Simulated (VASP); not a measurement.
Input of a VASP 6.6.1 run:

The input INCAR:

```
SYSTEM = AlN
ALGO     = Normal         ! electronic algorithm
EDIFF    = 1E-6           ! SCF threshold, eV
ENCUT    = 520            ! plane-wave cutoff, eV
GGA      = PE             ! functional
ISIF     = 2              ! what is computed and relaxed
ISMEAR   = 0              ! smearing method
LASPH    = .TRUE.         ! aspherical terms in the spheres
LCHARG   = .FALSE.        ! write CHGCAR
LREAL    = .FALSE.        ! projectors in reciprocal space
LWAVE    = .FALSE.        ! write WAVECAR
NBANDS   = 16             ! bands
NELM     = 80             ! most SCF steps
PREC     = Accurate       ! precision mode
SIGMA    = 0.01           ! smearing width, eV
```

The input KPOINTS:

```
k-points
0
G
  6 6 4
  0 0 0
```

The input POSCAR:

```
AlN
1.0
    2.8328531118      0.0000000000      0.0000000000
   -1.4164265559      2.4533227600      0.0000000000
    0.0000000000      0.0000000000      4.8410108361
Al N
2 2
Direct
    0.0000000000      0.0000000000      0.0000000000
    0.0000000000      0.0000000000      0.5000000000
    0.3333333333      0.6666666667      0.2500000000
    0.6666666667      0.3333333333      0.7500000000
```

Potentials or basis: VASP PAW PBE potentials, release 64 (Al, N).

Launch:

```sh
$ cat potpaw_PBE.64/Al/POTCAR potpaw_PBE.64/N/POTCAR > POTCAR
$ mpirun -np 1 vasp_std > vasp.out
```

(1) What does it give for the band gap on the k mesh?

(2) Estimate the pressure.

## Answers

(1) 5.00 eV, indirect (least direct gap 5.18 eV).

(2) 6.0 GPa.

Caveat: the k points lie up to 0.43 Å⁻¹ apart.
